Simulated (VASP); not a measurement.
# ZnS (F-43m) in VASP: further runs

Runs on ZnS. Level: PBE. Tasks: single point, relaxation of cell and atoms.

Program: VASP 6.6.1. These are calculated values, not measurements. Logs are shortened: lines on timing, memory, paths and dates and some standing lists are left out, and cuts for length are marked.

## 1. The cell of the first run

The structure is cubic, space group F-43m (No. 216). The conventional cell has a = 5.445 Å, b = 5.445 Å, c = 5.445 Å, α = 90.00°, β = 90.00°, γ = 90.00°. Within 3.1 Å of Zn (site symmetry -43m) lie 4 S at 2.36 Å. Within 3.1 Å of S (site symmetry -43m) lie 4 Zn at 2.36 Å.

## 2. Single point, PBE

File INCAR:

```
SYSTEM = ZnS
PREC = Accurate
ENCUT = 520
EDIFF = 1E-6
ISMEAR = 0
SIGMA = 0.1
LREAL = .FALSE.
LASPH = .TRUE.
NELM = 100
ALGO = Normal
ISIF = 2
LWAVE = .FALSE.
LCHARG = .FALSE.
GGA = PE
NBANDS = 16
```

File KPOINTS:

```
Automatic mesh
0
G
  6 6 6
  0 0 0
```

File POSCAR:

```
ZnS
1.0
    0.0000000000      2.7225390528      2.7225390528
    2.7225390528      0.0000000000      2.7225390528
    2.7225390528      2.7225390528      0.0000000000
Zn S
1 1
Direct
    0.0000000000      0.0000000000      0.0000000000
    0.2500000000      0.2500000000      0.2500000000
```

Potentials or basis: VASP PAW PBE potentials, release 64 (Zn, S).

The run is started by

```console
$ cat potpaw_PBE.64/Zn/POTCAR potpaw_PBE.64/S/POTCAR > POTCAR
$ mpirun -np 1 vasp_std > vasp.out
```

OUTCAR:

```text
SYSTEM = ZnS
   PREC = Accurate
   ENCUT = 520
   EDIFF = 1E-6
   ISMEAR = 0
   LREAL = .FALSE.
   LASPH = .TRUE.
   NELM = 100
   ISIF = 2
   GGA = PE

 ion  position               nearest neighbor table
   1  0.000  0.000  0.000-   2 2.36   2 2.36   2 2.36   2 2.36
   2  0.250  0.250  0.250-   1 2.36   1 2.36   1 2.36   1 2.36

  LATTYP: Found a face centered cubic cell.
 ALAT       =     5.4450781056

  Lattice vectors:

 A1 = (   0.0000000000,   2.7225390528,   2.7225390528)
 A2 = (   2.7225390528,   0.0000000000,   2.7225390528)
 A3 = (   2.7225390528,   2.7225390528,   0.0000000000)

Analysis of symmetry for initial positions (statically):
=====================================================================
 Subroutine PRICEL returns:
 Original cell was already a primitive cell.

 Routine SETGRP: Setting up the symmetry group for a
 face centered cubic supercell.

 Subroutine GETGRP returns: Found 24 space group operations
 (whereof 24 operations were pure point group operations)
 out of a pool of 48 trial point group operations.

The static configuration has the point symmetry T_d .

Analysis of symmetry for dynamics (positions and initial velocities):
=====================================================================
 Subroutine PRICEL returns:
 Original cell was already a primitive cell.

 Routine SETGRP: Setting up the symmetry group for a
 face centered cubic supercell.

 Subroutine GETGRP returns: Found 24 space group operations
 (whereof 24 operations were pure point group operations)
 out of a pool of 48 trial point group operations.

The dynamic configuration has the point symmetry T_d .

 Subroutine INISYM returns: Found 24 space group operations
 (whereof 24 operations are pure point group operations),
 and found     1 'primitive' translations

----------------------------------------------------------------------------------------

                                     Primitive cell

  volume of cell :      40.3601

  direct lattice vectors                    reciprocal lattice vectors
     0.000000000  2.722539053  2.722539053    -0.183652095  0.183652095  0.183652095
     2.722539053  0.000000000  2.722539053     0.183652095 -0.183652095  0.183652095
     2.722539053  2.722539053  0.000000000     0.183652095  0.183652095 -0.183652095

  length of vectors
     3.850251653  3.850251653  3.850251653     0.318094759  0.318094759  0.318094759

  position of ions in fractional coordinates (direct lattice)
     0.000000000  0.000000000  0.000000000
     0.250000000  0.250000000  0.250000000

  ion indices of the primitive-cell ions
   primitive index   ion index
                 1           1
                 2           2

----------------------------------------------------------------------------------------

 KPOINTS: Automatic mesh

Automatic generation of k-mesh.
 Grid dimensions read from file:
 generate k-points for:    6    6    6

 Generating k-lattice:

  Cartesian coordinates                     Fractional coordinates (reciprocal lattice)
    -0.030608682  0.030608682  0.030608682     0.166666667  0.000000000  0.000000000
     0.030608682 -0.030608682  0.030608682     0.000000000  0.166666667  0.000000000
     0.030608682  0.030608682 -0.030608682     0.000000000  0.000000000  0.166666667

  Length of vectors
     0.053015793  0.053015793  0.053015793

  Shift w.r.t. Gamma in fractional coordinates (k-lattice)
     0.000000000  0.000000000  0.000000000

 Subroutine IBZKPT returns following result:
 ===========================================

 Found     16 irreducible k-points:

 Following reciprocal coordinates:
            Coordinates               Weight
  0.000000  0.000000  0.000000      1.000000
  0.166667  0.000000  0.000000      8.000000
  0.333333  0.000000  0.000000      8.000000
  0.500000  0.000000  0.000000      4.000000
  0.166667  0.166667  0.000000      6.000000
  0.333333  0.166667  0.000000     24.000000
[... 8 lines left out ...]
 -0.333333  0.333333  0.166667     24.000000
 -0.333333  0.500000  0.166667     12.000000
   k-points           NKPTS =     16   k-points in BZ     NKDIM =     16   number of bands    NBANDS=     16
   number of dos      NEDOS =    301   number of ions     NIONS =      2
   total plane-waves  NPLWV =  27000
   dimension x,y,z NGX =    30 NGY =   30 NGZ =   30
   dimension x,y,z NGXF=    60 NGYF=   60 NGZF=   60
   ions per type =               1   1
   NGX,Y,Z   is equivalent  to a cutoff of  12.95, 12.95, 12.95 a.u.
   NGXF,Y,Z  is equivalent  to a cutoff of  25.91, 25.91, 25.91 a.u.
 SYSTEM =  ZnS
   PREC   = accura    normal or accurate (medium, high low for compatibility)
   ISTART =      0    job   : 0-new  1-cont  2-samecut
   ICHARG =      2    charge: 1-file 2-atom 10-const
   ISPIN  =      1    spin polarized calculation?
   LNONCOLLINEAR =      F non collinear calculations
   LSORBIT =      F    spin-orbit coupling
   LASPH  =      T    aspherical Exc in radial PAW
   ENCUT  =  520.0 eV  38.22 Ry    6.18 a.u.   7.16  7.16  7.16*2*pi/ulx,y,z
   NELM   =    100;   NELMIN=  2; NELMDL= -5     # of ELM steps
   EDIFF  = 0.1E-05   stopping-criterion for ELM
   LREAL  =      F    real-space projection
   EDIFFG = 0.1E-04   stopping-criterion for IOM
   NSW    =      0    number of steps for IOM
   IBRION =     -1    ionic relax: 0-MD 1-quasi-New 2-CG
   NFREE  =      0    steps in history (QN), initial steepest desc. (CG)
   ISIF   =      2    stress and relaxation
   ISYM   =      2    0-nonsym 1-usesym 2-fastsym
   POTIM  = 0.5000    time-step for ionic-motion
   TEBEG  =    0.0;   TEEND  =   0.0 temperature during run
   PSTRESS=    0.0 pullay stress
   NELECT =      18.0000    total number of electrons
   NUPDOWN=      -1.0000    fix difference up-down
   EMIN   =  10.00;   EMAX   =-10.00  energy-range for DOS
   EFERMI =   0.00;   METHOD = LEGACY
   ISMEAR =     0;   SIGMA  =   0.10  broadening in eV -4-tet -1-fermi 0-gaus
   EFERMI_NEDOS =   21; number of points for ismear=-14 and -15
   IALGO  =     38    algorithm
   IMIX   =      4    mixing-type and parameters
     AMIX     =   0.40;   BMIX     =  1.00
     AMIX_MAG =   1.60;   BMIX_MAG =  1.00
  volume/ion in A,a.u.               =      20.18       136.18
  Fermi-wavevector in a.u.,A,eV,Ry     =   1.250782  2.363635 21.285704  1.564455
  Thomas-Fermi vector in A             =   2.384760
   LORBIT       =      0    0 simple, 1 ext, 2 COOP (PROOUT), +10 PAW based schemes
   GGA     = PE    functional components
   LHFCALC =     F    Hartree Fock is set to
   AEXX    =    0.0000 exact exchange contribution
   IVDW    =     0    specifies the selected vdW correction
   LEPSILON=     F    determine dielectric tensor
   LRPA    =     F    only Hartree local field effects (RPA)
 non-spin polarized calculation
 Gauss-broadening in eV      SIGMA  =   0.10
  energy-cutoff  :      520.00
  volume of cell :       40.36
 maximum number of plane-waves:      1106
 NGX is ok and might be reduce to    30
   NGX = 15   NGY = 15   NGZ = 15

 number of electron      18.0000008 magnetization

 Free energy of the ion-electron system (eV)
  ---------------------------------------------------
  ext. energy  EPLUGINS =         0.00000000
  ---------------------------------------------------
  free energy    TOTEN  =        -6.84959629 eV

  energy without entropy =       -6.84959629  energy(sigma->0) =       -6.84959629

 E-fermi :   2.3441     XC(G=0):  -9.5228

 val. band max:        1.9003661963   @ k =   0.0000   0.0000   0.0000
 cond. band min:       3.9142930519   @ k =   0.0000   0.0000   0.0000
 fundamental gap:      2.0139268556
 Fermi energy:         2.3441433388

 k-point     1 :       0.0000    0.0000    0.0000
  band No.  band energies     occupation
      1     -11.0841      2.00000
      2      -4.3535      2.00000
      3      -4.3535      2.00000
      4      -4.3535      2.00000
      5      -3.8822      2.00000
      6      -3.8822      2.00000
[... 8 lines left out ...]
     15      13.6350      0.00000
     16      13.6422      0.00000

 k-point     2 :       0.1667    0.0000    0.0000
  band No.  band energies     occupation
      1     -10.8896      2.00000
      2      -4.3430      2.00000
      3      -4.3199      2.00000
      4      -4.3199      2.00000
      5      -3.8839      2.00000
      6      -3.8839      2.00000
[... 8 lines left out ...]
     15      12.8614      0.00000
     16      14.5114      0.00000

 k-point     3 :       0.3333    0.0000    0.0000
  band No.  band energies     occupation
      1     -10.4506      2.00000
      2      -4.2639      2.00000
      3      -4.2639      2.00000
      4      -4.1819      2.00000
      5      -3.8709      2.00000
      6      -3.8709      2.00000
[... 8 lines left out ...]
     15      13.4515      0.00000
     16      13.6999      0.00000

 k-point     4 :       0.5000    0.0000    0.0000
  band No.  band energies     occupation
      1     -10.1979      2.00000
      2      -4.2439      2.00000
      3      -4.2439      2.00000
      4      -3.8536      2.00000
      5      -3.8536      2.00000
      6      -3.6869      2.00000
[... 8 lines left out ...]
     15      15.2480      0.00000
     16      15.2480      0.00000
[... 172 lines left out ...]
 k-point    14 :       0.5000    0.3333    0.1667
  band No.  band energies     occupation
      1     -10.1467      2.00000
      2      -4.2567      2.00000
      3      -4.1815      2.00000
      4      -4.0665      2.00000
      5      -3.8594      2.00000
      6      -3.8077      2.00000
[... 8 lines left out ...]
     15      15.7343      0.00000
     16      16.3548      0.00000

 k-point    15 :      -0.3333    0.3333    0.1667
  band No.  band energies     occupation
      1      -9.9750      2.00000
      2      -4.2221      2.00000
      3      -4.1427      2.00000
      4      -3.9300      2.00000
      5      -3.8898      2.00000
      6      -3.5827      2.00000
[... 8 lines left out ...]
     15      15.5277      0.00000
     16      16.2137      0.00000

 k-point    16 :      -0.3333    0.5000    0.1667
  band No.  band energies     occupation
      1      -9.8961      2.00000
      2      -4.2556      2.00000
      3      -4.0753      2.00000
      4      -3.9894      2.00000
      5      -3.8598      2.00000
      6      -3.5461      2.00000
[... 8 lines left out ...]
     15      15.7277      0.00000
     16      16.6349      0.00000

------------------------ aborting loop because EDIFF is reached ----------------------------------------

  FORCE on cell =-STRESS in cart. coord.  units (eV):
  Direction    XX          YY          ZZ          XY          YZ          ZX
  --------------------------------------------------------------------------------------
  -------------------------------------------------------------------------------------
  Total        0.0261134      0.0261134      0.0261134      0.0000000      0.0000000      0.0000000
  in kB        1.0366260      1.0366260      1.0366260      0.0000000      0.0000000      0.0000000
  external PRESSURE =       1.0366260 kB  Pullay stress =       0.0000000 kB

 VOLUME and BASIS-vectors are now :
 -----------------------------------------------------------------------------
  energy-cutoff  :      520.00
  volume of cell :       40.36
      direct lattice vectors                 reciprocal lattice vectors
     0.000000000  2.722539053  2.722539053    -0.183652095  0.183652095  0.183652095
     2.722539053  0.000000000  2.722539053     0.183652095 -0.183652095  0.183652095
     2.722539053  2.722539053  0.000000000     0.183652095  0.183652095 -0.183652095

 POSITION                                       TOTAL-FORCE (eV/Angst)
 -----------------------------------------------------------------------------------
      0.00000      0.00000      0.00000         0.000000      0.000000      0.000000
      1.36127      1.36127      1.36127        -0.000000     -0.000000     -0.000000
 -----------------------------------------------------------------------------------
    total drift:                               -0.000000     -0.000000     -0.000000

  FREE ENERGIE OF THE ION-ELECTRON SYSTEM (eV)
  ---------------------------------------------------
  free  energy   TOTEN  =        -6.8495962878 eV

  energy  without entropy=       -6.8495962878  energy(sigma->0) =       -6.84959629
```

It took 18 s on 1 thread of Intel Xeon 8259CL, shared host; peak memory 0.17 GiB.

Results:

- Free energy: -6.8496 eV
- Pressure: 0.1 GPa
- Band gap on the k mesh: 2.01 eV, direct

## 3. Single point, PBE

This run uses another cell than the first one, of 26.03 Å³/atom, 1.290 times its volume.

File INCAR:

```
PREC = Accurate
ENCUT = 520
EDIFF = 1E-6
ISMEAR = 0
SIGMA = 0.1
LREAL = False
LASPH = True
NELM = 60
ALGO = Normal
ISIF = 2
LWAVE = False
LCHARG = False
GGA = PE
NBANDS = 16
```

File KPOINTS:

```
regular mesh
0
Gamma
  6 6 6
```

File POSCAR:

```
ZnS
1.0
    0.0000000000      2.9635690125      2.9635690125
    2.9635690125      0.0000000000      2.9635690125
    2.9635690125      2.9635690125      0.0000000000
Zn S
1 1
Direct
    0.0000000000      0.0000000000      0.0000000000
    0.2500000000      0.2500000000      0.2500000000
```

Potentials or basis: VASP PAW PBE potentials, release 64 (Zn, S).

The run is started by

```console
$ cat potpaw_PBE.64/Zn/POTCAR potpaw_PBE.64/S/POTCAR > POTCAR
$ mpirun -np 1 vasp_std > vasp.out
```

It took 16 s on 1 thread of Intel Xeon 8259CL, shared host; peak memory 0.18 GiB.

Results (log left out):

```yaml
Free_energy: -6.3945 eV
Pressure: -10.0 GPa
Band_gap_on_the_k_mesh: 1.00 eV, direct
```

Levels at points of the mesh, in eV from the valence-band top:
| k point | band 5 | band 6 | band 7 | band 8 | band 9 | band 10 | band 11 | band 12 | band 13 | band 14 |
| --- | --- | --- | --- | --- | --- | --- | --- | --- | --- | --- |
| (0.00, 0.00, 0.00) | -5.41 | -5.41 | 0.00 | 0.00 | 0.00 | 1.00 | 6.40 | 6.40 | 6.40 | 10.36 |
| (0.50, 0.00, 0.00) | -5.40 | -5.30 | -3.75 | -0.54 | -0.54 | 2.68 | 6.90 | 6.90 | 7.69 | 11.10 |
| (0.50, 0.50, 0.00) | -5.38 | -5.29 | -3.54 | -1.38 | -1.38 | 3.77 | 3.88 | 9.37 | 10.12 | 10.12 |

(Continued in part 2 of 2.)
